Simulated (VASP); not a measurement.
# In3Se (Pm-3m) in VASP: a series of runs

Runs on In3Se. Level: PBE. Tasks: single point.

All numbers are computed with VASP 6.6.1; they aren't measurements. Logs are shortened: lines on timing, memory, paths and dates and some standing lists are left out, and cuts for length are marked.

## 1. The cell of the first run

The structure is cubic, space group Pm-3m (No. 221). Conventional cell: a = 4.804 Å, b = 4.804 Å, c = 4.804 Å, α = 90.00°, β = 90.00°, γ = 90.00°. Within 4.5 Å of In (site symmetry 4/mmm) lie 8 In at 3.40 Å and 4 Se at 3.40 Å. Within 4.5 Å of Se (site symmetry m-3m) lie 12 In at 3.40 Å.

## 2. Single point, PBE

Contents of INCAR:

```
PREC = Accurate
ENCUT = 520
EDIFF = 1E-6
ISMEAR = 0
SIGMA = 0.1
LREAL = F
LASPH = T
NELM = 100
ALGO = Normal
ISIF = 2
LWAVE = F
LCHARG = F
GGA = PE
NBANDS = 30
```

Contents of KPOINTS:

```
regular mesh
0
Gamma
  4 4 4
```

Contents of POSCAR:

```
In3Se
1.0
    4.8037580000      0.0000000000      0.0000000000
    0.0000000000      4.8037580000      0.0000000000
    0.0000000000      0.0000000000      4.8037580000
In Se
3 1
Direct
    0.0000000000      0.5000000000      0.5000000000
    0.5000000000      0.0000000000      0.5000000000
    0.5000000000      0.5000000000      0.0000000000
    0.0000000000      0.0000000000      0.0000000000
```

Potentials or basis: VASP PAW PBE potentials, release 64 (In_d, Se).

Launch:

```bash
$ cat potpaw_PBE.64/In_d/POTCAR potpaw_PBE.64/Se/POTCAR > POTCAR
$ mpirun -np 1 vasp_std > vasp.out
```

OUTCAR:

```text
PREC = Accurate
   ENCUT = 520
   EDIFF = 1E-6
   ISMEAR = 0
   LREAL = F
   LASPH = T
   NELM = 100
   ISIF = 2
   GGA = PE

 ion  position               nearest neighbor table
   1  0.000  0.500  0.500-   2 3.40   3 3.40   4 3.40   3 3.40   4 3.40   2 3.40   4 3.40   4 3.40
                             2 3.40   3 3.40   3 3.40   2 3.40
   2  0.500  0.000  0.500-   1 3.40   3 3.40   4 3.40   3 3.40   4 3.40   1 3.40   3 3.40   3 3.40
                             1 3.40   4 3.40   4 3.40   1 3.40
   3  0.500  0.500  0.000-   1 3.40   2 3.40   4 3.40   1 3.40   2 3.40   2 3.40   4 3.40   2 3.40
                             1 3.40   4 3.40   1 3.40   4 3.40
   4  0.000  0.000  0.000-   1 3.40   2 3.40   3 3.40   1 3.40   2 3.40   1 3.40   3 3.40   1 3.40
                             2 3.40   3 3.40   2 3.40   3 3.40

  LATTYP: Found a simple cubic cell.
 ALAT       =     4.8037580000

  Lattice vectors:

 A1 = (   4.8037580000,   0.0000000000,   0.0000000000)
 A2 = (   0.0000000000,   4.8037580000,   0.0000000000)
 A3 = (   0.0000000000,   0.0000000000,   4.8037580000)

Analysis of symmetry for initial positions (statically):
=====================================================================
 Subroutine PRICEL returns:
 Original cell was already a primitive cell.

 Routine SETGRP: Setting up the symmetry group for a
 simple cubic supercell.

 Subroutine GETGRP returns: Found 48 space group operations
 (whereof 48 operations were pure point group operations)
 out of a pool of 48 trial point group operations.

The static configuration has the point symmetry O_h .

Analysis of symmetry for dynamics (positions and initial velocities):
=====================================================================
 Subroutine PRICEL returns:
 Original cell was already a primitive cell.

 Routine SETGRP: Setting up the symmetry group for a
 simple cubic supercell.

 Subroutine GETGRP returns: Found 48 space group operations
 (whereof 48 operations were pure point group operations)
 out of a pool of 48 trial point group operations.

The dynamic configuration has the point symmetry O_h .

 Subroutine INISYM returns: Found 48 space group operations
 (whereof 48 operations are pure point group operations),
 and found     1 'primitive' translations

----------------------------------------------------------------------------------------

                                     Primitive cell

  volume of cell :     110.8520

  direct lattice vectors                    reciprocal lattice vectors
[... 78 lines left out ...]
   EDIFFG = 0.1E-04   stopping-criterion for IOM
   NSW    =      0    number of steps for IOM
   IBRION =     -1    ionic relax: 0-MD 1-quasi-New 2-CG
   NFREE  =      0    steps in history (QN), initial steepest desc. (CG)
   ISIF   =      2    stress and relaxation
   ISYM   =      2    0-nonsym 1-usesym 2-fastsym
   POTIM  = 0.5000    time-step for ionic-motion
   TEBEG  =    0.0;   TEEND  =   0.0 temperature during run
   PSTRESS=    0.0 pullay stress
   NELECT =      45.0000    total number of electrons
   NUPDOWN=      -1.0000    fix difference up-down
   EMIN   =  10.00;   EMAX   =-10.00  energy-range for DOS
   EFERMI =   0.00;   METHOD = LEGACY
   ISMEAR =     0;   SIGMA  =   0.10  broadening in eV -4-tet -1-fermi 0-gaus
   EFERMI_NEDOS =   21; number of points for ismear=-14 and -15
   IALGO  =     38    algorithm
   IMIX   =      4    mixing-type and parameters
     AMIX     =   0.40;   BMIX     =  1.00
     AMIX_MAG =   1.60;   BMIX_MAG =  1.00
  volume/ion in A,a.u.               =      27.71       187.02
  Fermi-wavevector in a.u.,A,eV,Ry     =   1.212173  2.290675 19.991897  1.469363
  Thomas-Fermi vector in A             =   2.347665
   LORBIT       =      0    0 simple, 1 ext, 2 COOP (PROOUT), +10 PAW based schemes
   GGA     = PE    functional components
   LHFCALC =     F    Hartree Fock is set to
   AEXX    =    0.0000 exact exchange contribution
   IVDW    =     0    specifies the selected vdW correction
   LEPSILON=     F    determine dielectric tensor
   LRPA    =     F    only Hartree local field effects (RPA)
 non-spin polarized calculation
 Gauss-broadening in eV      SIGMA  =   0.10
  energy-cutoff  :      520.00
  volume of cell :      110.85
 maximum number of plane-waves:      3016
 NGX is ok and might be reduce to    36
   NGX = 17   NGY = 17   NGZ = 17

 number of electron      45.0000024 magnetization

 Free energy of the ion-electron system (eV)
  ---------------------------------------------------
  ext. energy  EPLUGINS =         0.00000000
  ---------------------------------------------------
  free energy    TOTEN  =       -11.64618228 eV

  energy without entropy =      -11.63618705  energy(sigma->0) =      -11.64118467

 E-fermi :   6.0249     XC(G=0):  -9.7368

 val. band max:        5.9932372642   @ k =   0.5000   0.2500   0.2500
 cond. band min:       6.3248969364   @ k =   0.2500   0.2500   0.0000
 fundamental gap:      0.3316596722
 Fermi energy:         6.0248957499

 k-point     1 :       0.0000    0.0000    0.0000
  band No.  band energies     occupation
      1      -8.8403      2.00000
      2      -8.8391      2.00000
      3      -8.8391      2.00000
      4      -8.8391      2.00000
      5      -8.7225      2.00000
      6      -8.7225      2.00000
[... 319 lines left out ...]
     29      13.9142      0.00000
     30      14.2746      0.00000

------------------------ aborting loop because EDIFF is reached ----------------------------------------

  FORCE on cell =-STRESS in cart. coord.  units (eV):
  Direction    XX          YY          ZZ          XY          YZ          ZX
  --------------------------------------------------------------------------------------
  -------------------------------------------------------------------------------------
  Total       -0.1022620     -0.1022620     -0.1022620      0.0000000      0.0000000     -0.0000000
  in kB       -1.4780235     -1.4780235     -1.4780235      0.0000000      0.0000000     -0.0000000
  external PRESSURE =      -1.4780235 kB  Pullay stress =       0.0000000 kB

 VOLUME and BASIS-vectors are now :
 -----------------------------------------------------------------------------
  energy-cutoff  :      520.00
  volume of cell :      110.85
      direct lattice vectors                 reciprocal lattice vectors
     4.803758000  0.000000000  0.000000000     0.208170353  0.000000000  0.000000000
     0.000000000  4.803758000  0.000000000     0.000000000  0.208170353  0.000000000
     0.000000000  0.000000000  4.803758000     0.000000000  0.000000000  0.208170353

 POSITION                                       TOTAL-FORCE (eV/Angst)
 -----------------------------------------------------------------------------------
      0.00000      2.40188      2.40188         0.000000      0.000000      0.000000
      2.40188      0.00000      2.40188         0.000000      0.000000      0.000000
      2.40188      2.40188      0.00000         0.000000      0.000000      0.000000
      0.00000      0.00000      0.00000         0.000000      0.000000      0.000000
 -----------------------------------------------------------------------------------
    total drift:                                0.000000      0.000000      0.000000

  FREE ENERGIE OF THE ION-ELECTRON SYSTEM (eV)
  ---------------------------------------------------
  free  energy   TOTEN  =       -11.6461822757 eV

  energy  without entropy=      -11.6361870544  energy(sigma->0) =      -11.64118467
```

Wall time 10 s (1 thread of Intel Xeon 6975P-C (Granite Rapids), shared host); peak memory 0.2 GiB.

Results:

* Free energy: -11.6462 eV
* Pressure: -0.1 GPa

Levels at points of the mesh, in eV from the Fermi level:
```
           k point  band 19  band 20  band 21  band 22  band 23  band 24  band 25  band 26  band 27  band 28
(0.00, 0.00, 0.00)    -3.29    -3.29    -2.30    -2.30     1.07     1.07     1.07     4.12     4.12     4.12
(0.50, 0.00, 0.00)    -2.48    -2.48    -1.75    -1.09    -0.16    -0.16     1.35     3.62     3.70     3.70
(0.50, 0.50, 0.00)    -5.76    -1.98    -0.90    -0.75    -0.75     1.31     1.72     1.72     1.80     4.68
(0.50, 0.50, 0.50)    -4.41    -4.19    -4.19    -4.19    -3.26     2.96     2.96     2.96     7.88     7.89
```

Caveat: spin-orbit coupling is left out, which moves the levels of the heavy elements.

## 3. Single point, PBE

This run uses another cell than the first one, of 27.48 Å³/atom, 0.992 times its volume.

Contents of INCAR:

```
SYSTEM = In3Se
PREC = Accurate ; ENCUT = 520
EDIFF = 1E-7 ; ISMEAR = 0
SIGMA = 0.15 ; LREAL = .FALSE.
LASPH = .TRUE. ; NELM = 80
ALGO = Normal ; ISIF = 2
LWAVE = .FALSE. ; LCHARG = .FALSE.
GGA = PE ; NBANDS = 30
```

Contents of KPOINTS:

```
Automatic mesh
0
G
  8 8 8
  0 0 0
```

Contents of POSCAR:

```
In3Se
1.0
    4.7904425522      0.0000000000      0.0000000000
    0.0000000000      4.7904425522      0.0000000000
    0.0000000000      0.0000000000      4.7904425522
In Se
3 1
Direct
    0.0000000000      0.5000000000      0.5000000000
    0.5000000000      0.0000000000      0.5000000000
    0.5000000000      0.5000000000      0.0000000000
    0.0000000000      0.0000000000      0.0000000000
```

Potentials or basis: VASP PAW PBE potentials, release 64 (In_d, Se).

Launch:

```bash
$ cat potpaw_PBE.64/In_d/POTCAR potpaw_PBE.64/Se/POTCAR > POTCAR
$ mpirun -np 1 vasp_std > vasp.out
```

It took 30 s on 1 thread of Intel Xeon 6975P-C (Granite Rapids), shared host; peak memory 0.26 GiB.

It converged, with:

```
Free energy : -11.6888 eV
Pressure    : -0.1 GPa
```

Levels at points of the mesh, in eV from the Fermi level:
| k point | band 19 | band 20 | band 21 | band 22 | band 23 | band 24 | band 25 | band 26 |
| --- | --- | --- | --- | --- | --- | --- | --- | --- |
| (0.00, 0.00, 0.00) | -3.28 | -3.28 | -2.21 | -2.21 | 1.14 | 1.14 | 1.14 | 4.22 |
| (0.50, 0.00, 0.00) | -2.46 | -2.46 | -1.65 | -1.05 | -0.10 | -0.10 | 1.41 | 3.73 |
| (0.50, 0.50, 0.00) | -5.71 | -1.96 | -0.84 | -0.69 | -0.69 | 1.41 | 1.79 | 1.79 |
| (0.50, 0.50, 0.50) | -4.34 | -4.18 | -4.18 | -4.18 | -3.21 | 3.03 | 3.03 | 3.03 |

Caveat: spin-orbit coupling is left out, which moves the levels of the heavy elements.
